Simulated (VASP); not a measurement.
# BiSb2O2 (P4/mbm) in VASP: a series of runs

Runs on BiSb2O2. Level: PBE. Tasks: single point, relaxation of cell and atoms.

All numbers are computed with VASP 6.6.1; they aren't measurements. Logs are shortened: lines on timing, memory, paths and dates and some standing lists are left out, and cuts for length are marked.

## 1. The cell of the first run

It takes space group P4/mbm (No. 127, tetragonal). Conventional cell: a = 9.006 Å, b = 9.006 Å, c = 3.120 Å, α = 90.00°, β = 90.00°, γ = 90.00°. Sb (site symmetry m2m) has 2 O at 2.04 Å within 2.7 Å. Bi (site symmetry 4/m) has 2 Bi at 3.12 Å and 4 O at 3.48 Å and 8 Sb at 3.55 Å within 4.1 Å. O (site symmetry m2m) has 2 Sb at 2.04 Å within 2.7 Å.

The cell was built from a structure type or drawn by symmetry, and may not be a known phase.

## 2. Single point, PBE

INCAR

```
SYSTEM = BiSb2O2
ALGO     = Normal         ! electronic algorithm
EDIFF    = 1E-6           ! SCF threshold, eV
ENCUT    = 520            ! plane-wave cutoff, eV
GGA      = PE             ! functional
ISIF     = 2              ! what is computed and relaxed
ISMEAR   = 0              ! smearing method
LASPH    = .TRUE.         ! aspherical terms in the spheres
LCHARG   = .FALSE.        ! write CHGCAR
LREAL    = .FALSE.        ! projectors in reciprocal space
LWAVE    = .FALSE.        ! write WAVECAR
NBANDS   = 48             ! bands
NELM     = 60             ! most SCF steps
PREC     = Accurate       ! precision mode
SIGMA    = 0.1            ! smearing width, eV
```

KPOINTS

```
k-points
0
G
  2 2 6
  0 0 0
```

POSCAR

```
BiSb2O2
1.0
    9.0057351479      0.0000000000      0.0000000000
    0.0000000000      9.0057351479      0.0000000000
    0.0000000000      0.0000000000      3.1196576947
Sb Bi O
4 2 4
Direct
    0.2564964121      0.7564964121      0.5000000000
    0.2435035879      0.2564964121      0.5000000000
    0.7435035879      0.2435035879      0.5000000000
    0.7564964121      0.7435035879      0.5000000000
    0.0000000000      0.0000000000      0.0000000000
    0.5000000000      0.5000000000      0.0000000000
    0.3601934861      0.8601934861      0.0000000000
    0.1398065139      0.3601934861      0.0000000000
    0.6398065139      0.1398065139      0.0000000000
    0.8601934861      0.6398065139      0.0000000000
```

Potentials or basis: VASP PAW PBE potentials, release 64 (Sb, Bi_d, O).

The run is started by

```
$ cat potpaw_PBE.64/Sb/POTCAR potpaw_PBE.64/Bi_d/POTCAR potpaw_PBE.64/O/POTCAR > POTCAR
$ mpirun -np 1 vasp_std > vasp.out
```

OUTCAR:

```text
SYSTEM = BiSb2O2
   EDIFF = 1E-6
   ENCUT = 520
   GGA = PE
   ISIF = 2
   ISMEAR = 0
   LASPH = .TRUE.
   LREAL = .FALSE.
   NELM = 60
   PREC = Accurate

 ion  position               nearest neighbor table
   1  0.256  0.756  0.500-   7 2.04   7 2.04   5 3.55   5 3.55   6 3.55   6 3.55
   2  0.244  0.256  0.500-   8 2.04   8 2.04   5 3.55   5 3.55   6 3.55   6 3.55
   3  0.744  0.244  0.500-   9 2.04   9 2.04   5 3.55   5 3.55   6 3.55   6 3.55
   4  0.756  0.744  0.500-  10 2.04  10 2.04   5 3.55   5 3.55   6 3.55   6 3.55
   5  0.000  0.000  0.000-   1 3.55   2 3.55   3 3.55   4 3.55   1 3.55   2 3.55   3 3.55   4 3.55

   6  0.500  0.500  0.000-   1 3.55   2 3.55   3 3.55   4 3.55   1 3.55   2 3.55   3 3.55   4 3.55

   7  0.360  0.860  0.000-   1 2.04   1 2.04
   8  0.140  0.360  0.000-   2 2.04   2 2.04
   9  0.640  0.140  0.000-   3 2.04   3 2.04
  10  0.860  0.640  0.000-   4 2.04   4 2.04

  LATTYP: Found a simple tetragonal cell.
 ALAT       =     9.0057351479
 C/A-ratio  =     0.3464078882

  Lattice vectors:

 A1 = (   9.0057351479,   0.0000000000,   0.0000000000)
 A2 = (   0.0000000000,   9.0057351479,   0.0000000000)
 A3 = (   0.0000000000,   0.0000000000,   3.1196576947)

Analysis of symmetry for initial positions (statically):
=====================================================================
 Subroutine PRICEL returns:
 Original cell was already a primitive cell.

 Routine SETGRP: Setting up the symmetry group for a
 simple tetragonal supercell.

 Subroutine GETGRP returns: Found 16 space group operations
 (whereof  8 operations were pure point group operations)
 out of a pool of 16 trial point group operations.

The static configuration has the point symmetry C_4h.
 The point group associated with its full space group is D_4h.

Analysis of symmetry for dynamics (positions and initial velocities):
=====================================================================
 Subroutine PRICEL returns:
 Original cell was already a primitive cell.

 Routine SETGRP: Setting up the symmetry group for a
 simple tetragonal supercell.

 Subroutine GETGRP returns: Found 16 space group operations
 (whereof  8 operations were pure point group operations)
 out of a pool of 16 trial point group operations.

The dynamic configuration has the point symmetry C_4h.
 The point group associated with its full space group is D_4h.

 Subroutine INISYM returns: Found 16 space group operations
 (whereof  8 operations are pure point group operations),
 and found     1 'primitive' translations

----------------------------------------------------------------------------------------

                                     Primitive cell

  volume of cell :     253.0144

  direct lattice vectors                    reciprocal lattice vectors
     9.005735148  0.000000000  0.000000000     0.111040352  0.000000000  0.000000000
     0.000000000  9.005735148  0.000000000     0.000000000  0.111040352  0.000000000
     0.000000000  0.000000000  3.119657695     0.000000000  0.000000000  0.320547989

  length of vectors
     9.005735148  9.005735148  3.119657695     0.111040352  0.111040352  0.320547989

  position of ions in fractional coordinates (direct lattice)
     0.256496412  0.756496412  0.500000000
     0.243503588  0.256496412  0.500000000
     0.743503588  0.243503588  0.500000000
     0.756496412  0.743503588  0.500000000
     0.000000000  0.000000000  0.000000000
     0.500000000  0.500000000  0.000000000
     0.360193486  0.860193486  0.000000000
     0.139806514  0.360193486  0.000000000
     0.639806514  0.139806514  0.000000000
     0.860193486  0.639806514  0.000000000

  ion indices of the primitive-cell ions
   primitive index   ion index
                 1           1
                 2           2
                 3           3
                 4           4
                 5           5
                 6           6
                 7           7
                 8           8
                 9           9
                10          10

----------------------------------------------------------------------------------------

 KPOINTS: k-points

Automatic generation of k-mesh.
 Grid dimensions read from file:
 generate k-points for:    2    2    6

 Generating k-lattice:

  Cartesian coordinates                     Fractional coordinates (reciprocal lattice)
     0.055520176  0.000000000  0.000000000     0.500000000  0.000000000  0.000000000
     0.000000000  0.055520176  0.000000000     0.000000000  0.500000000  0.000000000
     0.000000000  0.000000000  0.053424665     0.000000000  0.000000000  0.166666667

  Length of vectors
     0.055520176  0.055520176  0.053424665

  Shift w.r.t. Gamma in fractional coordinates (k-lattice)
     0.000000000  0.000000000  0.000000000

 Subroutine IBZKPT returns following result:
 ===========================================

 Found     12 irreducible k-points:

 Following reciprocal coordinates:
            Coordinates               Weight
  0.000000  0.000000  0.000000      1.000000
  0.500000  0.000000  0.000000      2.000000
  0.500000  0.500000  0.000000      1.000000
  0.000000  0.000000  0.166667      2.000000
  0.500000  0.000000  0.166667      4.000000
  0.500000  0.500000  0.166667      2.000000
  0.000000  0.000000  0.333333      2.000000
  0.500000  0.000000  0.333333      4.000000
  0.500000  0.500000  0.333333      2.000000
  0.000000  0.000000  0.500000      1.000000
  0.500000  0.000000  0.500000      2.000000
  0.500000  0.500000  0.500000      1.000000
   k-points           NKPTS =     12   k-points in BZ     NKDIM =     12   number of bands    NBANDS=     48
   number of dos      NEDOS =    301   number of ions     NIONS =     10
   total plane-waves  NPLWV = 117600
   dimension x,y,z NGX =    70 NGY =   70 NGZ =   24
   dimension x,y,z NGXF=   140 NGYF=  140 NGZF=   48
   ions per type =               4   2   4
   NGX,Y,Z   is equivalent  to a cutoff of  12.92, 12.92, 12.79 a.u.
   NGXF,Y,Z  is equivalent  to a cutoff of  25.84, 25.84, 25.58 a.u.
 SYSTEM =  BiSb2O2
   PREC   = accura    normal or accurate (medium, high low for compatibility)
   ISTART =      0    job   : 0-new  1-cont  2-samecut
   ICHARG =      2    charge: 1-file 2-atom 10-const
   ISPIN  =      1    spin polarized calculation?
   LNONCOLLINEAR =      F non collinear calculations
   LSORBIT =      F    spin-orbit coupling
   LASPH  =      T    aspherical Exc in radial PAW
   ENCUT  =  520.0 eV  38.22 Ry    6.18 a.u.  16.74 16.74  5.80*2*pi/ulx,y,z
   NELM   =     60;   NELMIN=  2; NELMDL= -5     # of ELM steps
   EDIFF  = 0.1E-05   stopping-criterion for ELM
   LREAL  =      F    real-space projection
   EDIFFG = 0.1E-04   stopping-criterion for IOM
   NSW    =      0    number of steps for IOM
   IBRION =     -1    ionic relax: 0-MD 1-quasi-New 2-CG
   NFREE  =      0    steps in history (QN), initial steepest desc. (CG)
   ISIF   =      2    stress and relaxation
   ISYM   =      2    0-nonsym 1-usesym 2-fastsym
   POTIM  = 0.5000    time-step for ionic-motion
   TEBEG  =    0.0;   TEEND  =   0.0 temperature during run
   PSTRESS=    0.0 pullay stress
   NELECT =      74.0000    total number of electrons
   NUPDOWN=      -1.0000    fix difference up-down
   EMIN   =  10.00;   EMAX   =-10.00  energy-range for DOS
   EFERMI =   0.00;   METHOD = LEGACY
   ISMEAR =     0;   SIGMA  =   0.10  broadening in eV -4-tet -1-fermi 0-gaus
   EFERMI_NEDOS =   21; number of points for ismear=-14 and -15
   IALGO  =     38    algorithm
   IMIX   =      4    mixing-type and parameters
     AMIX     =   0.40;   BMIX     =  1.00
     AMIX_MAG =   1.60;   BMIX_MAG =  1.00
  volume/ion in A,a.u.               =      25.30       170.74
  Fermi-wavevector in a.u.,A,eV,Ry     =   1.086685  2.053537 16.066904  1.180884
  Thomas-Fermi vector in A             =   2.222827
   LORBIT       =      0    0 simple, 1 ext, 2 COOP (PROOUT), +10 PAW based schemes
   GGA     = PE    functional components
   LHFCALC =     F    Hartree Fock is set to
   AEXX    =    0.0000 exact exchange contribution
   IVDW    =     0    specifies the selected vdW correction
   LEPSILON=     F    determine dielectric tensor
   LRPA    =     F    only Hartree local field effects (RPA)
 non-spin polarized calculation
 Gauss-broadening in eV      SIGMA  =   0.10
  energy-cutoff  :      520.00
  volume of cell :      253.01
 maximum number of plane-waves:      6852
 NGX is ok and might be reduce to    70
   NGX = 33   NGY = 33   NGZ = 11

 number of electron      73.9999967 magnetization

 Free energy of the ion-electron system (eV)
  ---------------------------------------------------
  ext. energy  EPLUGINS =         0.00000000
  ---------------------------------------------------
  free energy    TOTEN  =       -47.99618592 eV

  energy without entropy =      -47.96360234  energy(sigma->0) =      -47.97989413

 E-fermi :   4.8822     XC(G=0):  -8.9450

 val. band max:        4.8801489311   @ k =   0.0000   0.0000   0.1667
 cond. band min:       4.9358480080   @ k =   0.0000   0.0000   0.3333
 fundamental gap:      0.0556990769
 Fermi energy:         4.8821857936

 k-point     1 :       0.0000    0.0000    0.0000
  band No.  band energies     occupation
      1     -18.0350      2.00000
      2     -18.0347      2.00000
      3     -17.7442      2.00000
      4     -17.7417      2.00000
      5     -17.7289      2.00000
      6     -17.7285      2.00000
[... 40 lines left out ...]
     47      10.5091      0.00000
     48      11.4472      0.00000

 k-point     2 :       0.5000    0.0000    0.0000
  band No.  band energies     occupation
      1     -18.0348      2.00000
      2     -18.0348      2.00000
      3     -17.7429      2.00000
      4     -17.7429      2.00000
      5     -17.7287      2.00000
      6     -17.7287      2.00000
[... 502 lines left out ...]
 k-point    12 :       0.5000    0.5000    0.5000
  band No.  band energies     occupation
      1     -17.8437      2.00000
      2     -17.8437      2.00000
      3     -17.8436      2.00000
      4     -17.8436      2.00000
      5     -17.7250      2.00000
      6     -17.7250      2.00000
[... 40 lines left out ...]
     47       9.0100      0.00000
     48       9.0100      0.00000

------------------------ aborting loop because EDIFF is reached ----------------------------------------

  FORCE on cell =-STRESS in cart. coord.  units (eV):
  Direction    XX          YY          ZZ          XY          YZ          ZX
  --------------------------------------------------------------------------------------
  -------------------------------------------------------------------------------------
  Total       -0.0094023     -0.0094023      0.0221151      0.0000000      0.0000000     -0.0000000
  in kB       -0.0595386     -0.0595386      0.1400406      0.0000000      0.0000000     -0.0000000
  external PRESSURE =       0.0069878 kB  Pullay stress =       0.0000000 kB

 VOLUME and BASIS-vectors are now :
 -----------------------------------------------------------------------------
  energy-cutoff  :      520.00
  volume of cell :      253.01
      direct lattice vectors                 reciprocal lattice vectors
     9.005735148  0.000000000  0.000000000     0.111040352  0.000000000  0.000000000
     0.000000000  9.005735148  0.000000000     0.000000000  0.111040352  0.000000000
     0.000000000  0.000000000  3.119657695     0.000000000  0.000000000  0.320547989

 POSITION                                       TOTAL-FORCE (eV/Angst)
 -----------------------------------------------------------------------------------
      2.30994      6.81281      1.55983        -0.033081     -0.033081      0.000000
      2.19293      2.30994      1.55983         0.033081     -0.033081      0.000000
      6.69580      2.19293      1.55983         0.033081      0.033081      0.000000
      6.81281      6.69580      1.55983        -0.033081      0.033081     -0.000000
      0.00000      0.00000      0.00000        -0.000000     -0.000000      0.000000
      4.50287      4.50287      0.00000        -0.000000     -0.000000      0.000000
      3.24381      7.74667      0.00000         0.029765      0.029765      0.000000
      1.25906      3.24381      0.00000        -0.029765      0.029765     -0.000000
      5.76193      1.25906      0.00000        -0.029765     -0.029765      0.000000
      7.74667      5.76193      0.00000         0.029765     -0.029765      0.000000
 -----------------------------------------------------------------------------------
    total drift:                                0.000000      0.000000      0.000000

  FREE ENERGIE OF THE ION-ELECTRON SYSTEM (eV)
  ---------------------------------------------------
  free  energy   TOTEN  =       -47.9961859224 eV

  energy  without entropy=      -47.9636023437  energy(sigma->0) =      -47.97989413
```

It took 84 s on 1 thread of AMD EPYC 9R45 (Zen 5), shared host; peak memory 0.37 GiB.

Results:

```yaml
Free_energy: -47.9962 eV
Pressure: 0.0 GPa
Largest_force: 0.047 eV/Å
Band_gap_on_the_k_mesh: zero (bands 37 and 38 overlap by 1.92 eV)
```

Forces on the atoms (eV/Å):
```
Sb  -0.033 -0.033  0.000
Sb   0.033 -0.033  0.000
Sb   0.033  0.033  0.000
Sb  -0.033  0.033  0.000
Bi   0.000  0.000  0.000
Bi   0.000  0.000  0.000
O    0.030  0.030  0.000
O   -0.030  0.030  0.000
O   -0.030 -0.030  0.000
O    0.030 -0.030  0.000
```

Caveat: spin-orbit coupling is left out, which moves the levels of the heavy elements.

## 3. Relaxation of cell and atoms, PBE

This run uses another cell than the first one, of 23.08 Å³/atom.

INCAR

```
SYSTEM = BiSb2O2
  PREC = Accurate
  ENCUT = 600
  EDIFF = 1E-7
  ISMEAR = 0
  SIGMA = 0.1
  LREAL = .False.
  LASPH = .True.
  NELM = 100
  ALGO = Normal
  ISIF = 3
  LWAVE = .False.
  LCHARG = .False.
  GGA = PE
  IBRION = 2
  NSW = 90
  EDIFFG = -0.04
```

KPOINTS

```
regular mesh
0
Gamma
  2 2 6
  0 0 0
```

POSCAR

```
BiSb2O2
1.0
    8.3766823354      0.0000000000      0.0000000000
    0.0000000000      8.3766823354      0.0000000000
    0.0000000000      0.0000000000      3.2888661164
Sb Bi O
4 2 4
Direct
    0.2283952643      0.7283952643      0.5000000000
    0.2716047357      0.2283952643      0.5000000000
    0.7716047357      0.2716047357      0.5000000000
    0.7283952643      0.7716047357      0.5000000000
    0.0000000000      0.0000000000      0.0000000000
    0.5000000000      0.5000000000      0.0000000000
    0.3375284062      0.8375284062      0.0000000000
    0.1624715938      0.3375284062      0.0000000000
    0.6624715938      0.1624715938      0.0000000000
    0.8375284062      0.6624715938      0.0000000000
```

Potentials or basis: VASP PAW PBE potentials, release 64 (Sb, Bi_d, O).

The run is started by

```
$ cat potpaw_PBE.64/Sb/POTCAR potpaw_PBE.64/Bi_d/POTCAR potpaw_PBE.64/O/POTCAR > POTCAR
$ mpirun -np 1 vasp_std > vasp.out
```

Run time: 40 min. Hardware: 1 thread of AMD EPYC 9R45 (Zen 5), shared host; peak memory 0.47 GiB.

Results (log left out):

- Free energy: -47.9898 eV
- Relaxed volume: 25.17 Å³/atom
- Relaxed cell: a = 8.986 Å, b = 8.986 Å, c = 3.117 Å, α = 90.00°, β = 90.00°, γ = 90.00°
- Space group after relaxing (to 0.1 Å): P4/mbm (No. 127)
- Energy gained by relaxing: 30.1 meV/atom
- Ionic steps: 33
- Pressure after relaxing: -0.1 GPa
- Largest force after relaxing: 0.023 eV/Å
- Band gap on the k mesh: zero (bands 37 and 38 overlap by 1.87 eV)

Forces on the atoms (eV/Å):
```
Sb   0.017  0.017  0.000
Sb  -0.017  0.017  0.000
Sb  -0.017 -0.017  0.000
Sb   0.017 -0.017  0.000
Bi   0.000  0.000  0.000
Bi   0.000  0.000  0.000
O   -0.004 -0.004  0.000
O    0.004 -0.004  0.000
O    0.004  0.004  0.000
O   -0.004  0.004  0.000
```

The path:
| step | energy change (eV) | largest force (eV/Å) | pressure (GPa) | volume (Å³) |
| --- | --- | --- | --- | --- |
| 1 | 0.0000 | 0.0862 | 0.24 | 230.78 |
| 2 | -0.0746 | 0.0153 | 0.36 | 231.87 |
| 3 | -0.1672 | 0.1134 | 0.62 | 233.68 |
| 4 | 0.0955 | 0.4409 | 2.29 | 236.29 |
| 5 | -0.1889 | 0.1882 | 0.77 | 234.26 |
| 6 | -0.1906 | 0.2230 | 0.90 | 234.55 |
| 7 | -0.2283 | 0.3221 | -0.04 | 242.61 |
| 8 | -0.2312 | 0.3528 | -0.32 | 245.42 |
| 9 | -0.2448 | 0.2596 | 0.81 | 248.17 |
| 10 | -0.2505 | 0.0710 | 0.40 | 247.22 |
| 11 | -0.2545 | 0.0568 | -0.30 | 250.74 |
| 12 | -0.2559 | 0.0462 | -0.07 | 249.55 |
| 13 | -0.2569 | 0.0637 | -0.01 | 249.35 |
| 14 | -0.2590 | 0.1156 | 0.15 | 248.75 |
| 15 | -0.2587 | 0.2213 | 0.50 | 247.54 |
| 16 | -0.2596 | 0.1637 | 0.31 | 248.20 |
| 17 | -0.2598 | 0.1621 | 0.30 | 248.19 |
| 18 | -0.2604 | 0.1571 | 0.28 | 248.19 |
| 19 | -0.2616 | 0.1472 | 0.25 | 248.17 |
| 20 | -0.2636 | 0.1279 | 0.17 | 248.15 |
| 21 | -0.2666 | 0.0889 | 0.03 | 248.09 |
| 22 | -0.2683 | 0.0432 | -0.24 | 247.98 |
| 23 | -0.2701 | 0.0429 | -0.22 | 247.80 |
| 24 | -0.2747 | 0.0432 | -0.13 | 247.25 |
| 25 | -0.2814 | 0.0457 | 0.04 | 246.15 |
| 26 | -0.2845 | 0.0585 | 0.39 | 243.97 |
| 27 | -0.2850 | 0.0539 | 0.29 | 244.57 |
| 28 | -0.2889 | 0.0587 | 0.26 | 245.33 |
| 29 | -0.2959 | 0.0707 | 0.17 | 247.63 |
| 30 | -0.2900 | 0.0826 | 0.06 | 252.22 |
| 31 | -0.2970 | 0.0744 | 0.14 | 248.88 |
| 32 | -0.3000 | 0.0456 | 0.00 | 250.49 |
| 33 | -0.3005 | 0.0234 | -0.11 | 251.74 |

Final structure:
```
Sb Bi O
1.0
     8.98632    0.00000    0.00000
     0.00000    8.98632    0.00000
     0.00000    0.00000    3.11737
Sb Bi O
4 2 4
Cartesian
  2.2289 6.7221 1.5587
  2.2642 2.2289 1.5587
  6.7574 2.2642 1.5587
  6.7221 6.7574 1.5587
  0.0000 0.0000 0.0000
  4.4932 4.4932 0.0000
  3.1697 7.6628 0.0000
  1.3235 3.1697 0.0000
  5.8166 1.3235 0.0000
  7.6628 5.8166 0.0000
```

Levels at points of the mesh, in eV from the Fermi level:
```
           k point  band 33  band 34  band 35  band 36  band 37  band 38  band 39  band 40  band 41  band 42
(0.00, 0.00, 0.00)    -1.84    -1.84    -0.64    -0.64    -0.26     0.16     0.86     1.72     1.72     2.36
(0.50, 0.00, 0.00)    -1.74    -1.74    -1.28    -1.28     0.91     0.91     1.49     1.49     2.15     2.15
(0.50, 0.50, 0.00)    -1.61    -1.61    -0.79    -0.79     0.06     0.06     1.52     1.52     1.73     1.73
(0.00, 0.00, 0.50)    -2.98    -2.33    -0.53    -0.53    -0.29    -0.29     0.56     0.63     0.69     0.69
(0.50, 0.00, 0.50)    -3.09    -3.09    -0.13    -0.13    -0.07    -0.07     0.10     0.10     0.51     0.51
(0.50, 0.50, 0.50)    -3.07    -3.07    -0.61    -0.61    -0.49    -0.49     0.81     0.81     1.08     1.08
```

Caveat: the k points lie up to 0.35 Å⁻¹ apart in the final cell, too coarse for converged energies and pressures of a metal; spin-orbit coupling is left out, which moves the levels of the heavy elements.
